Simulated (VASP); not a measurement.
Cu12O: relaxation of the atoms with PBE

Cu12O, a slab with vacuum:

```xyz
13
Lattice="5.1332 0.0000 0.0000 -2.5666 4.4455 0.0000 0.0000 0.0000 19.6236" Properties=species:S:1:pos:R:3 pbc="T T T"
Cu    1.2833    0.7409    4.0000
Cu    0.0000    2.9637    4.0000
Cu    3.8499    0.7409    4.0000
Cu    2.5666    2.9637    4.0000
Cu    0.0000    1.4818    6.0617
Cu   -1.2833    3.7046    6.0617
Cu    2.5666    1.4818    6.0617
Cu    1.2833    3.7046    6.0617
Cu    0.0000    0.0000    8.1236
Cu   -1.2833    2.2228    8.1236
Cu    2.5666    0.0000    8.1236
Cu    1.2833    2.2228    8.1236
O     0.0000    1.4818    9.1311
```

```yaml
Program: VASP 6.6.1
Task: relaxation of the atoms
Functional: PBE
Potentials_or_basis: VASP PAW PBE potentials, release 64 (Cu, O)
Cutoff: 520 eV
k_mesh: 6 × 6 × 1
Occupations: gaussian, width 0.1 eV
Spin: no spin polarisation
Dipole_correction: yes
Atoms_held_fixed_from_0: "[0, 1, 2, 3, 4, 5, 6, 7, 8, 9, 10, 11]"
Further_INCAR_settings: ALGO = Normal; EDIFF = 1e-06; IBRION = 2; EDIFFG = -0.025; NSW = 36
Atoms_held_along_some_axes_from_0: atom 12 along a and b
```

* Energy gained by relaxing: 18.1 meV/atom
* Ionic steps: 3
* Band gap on the k mesh: zero (bands 69 and 70 overlap by 0.07 eV)

Step by step:
```csv
step,energy change (eV),largest force on free atoms (eV/Å),pressure (GPa)
1,0.0000,2.7662,1.04
2,-0.2218,0.6228,0.18
3,-0.2354,0.0038,-0.07
```

Final structure:
```yaml
crystal:
  lattice:
    - [5.13324, 0.00000, 0.00000]
    - [-2.56662, 4.44552, 0.00000]
    - [0.00000, 0.00000, 19.62363]
  atoms:
    - { symbol: Cu, position: [0.33333, 0.16667, 0.20384] }
    - { symbol: Cu, position: [0.33333, 0.66667, 0.20384] }
    - { symbol: Cu, position: [0.83333, 0.16667, 0.20384] }
    - { symbol: Cu, position: [0.83333, 0.66667, 0.20384] }
    - { symbol: Cu, position: [0.16667, 0.33333, 0.30890] }
    - { symbol: Cu, position: [0.16667, 0.83333, 0.30890] }
    - { symbol: Cu, position: [0.66667, 0.33333, 0.30890] }
    - { symbol: Cu, position: [0.66667, 0.83333, 0.30890] }
    - { symbol: Cu, position: [0.00000, 0.00000, 0.41397] }
    - { symbol: Cu, position: [0.00000, 0.50000, 0.41397] }
    - { symbol: Cu, position: [0.50000, 0.00000, 0.41397] }
    - { symbol: Cu, position: [0.50000, 0.50000, 0.41397] }
    - { symbol: O, position: [0.16667, 0.33333, 0.47436] }
```

Levels at points of the mesh, in eV from the Fermi level:
```tsv
k point	band 67	band 68	band 69	band 70	band 71	band 72
(0.00, 0.00, 0.00)	-1.03	0.05	0.05	0.24	0.59	1.20
(0.50, 0.00, 0.00)	-1.02	-0.47	0.01	0.05	0.72	1.01
```

Run time: 7.9 min on 4 MPI ranks on Intel(R) Xeon(R) 6975P-C (Granite Rapids), with other jobs on the host, peak memory 0.68 GiB a rank.

With open d or f shells a metallic result of PBE can be an artefact of self-interaction; +U or a hybrid may open a gap.
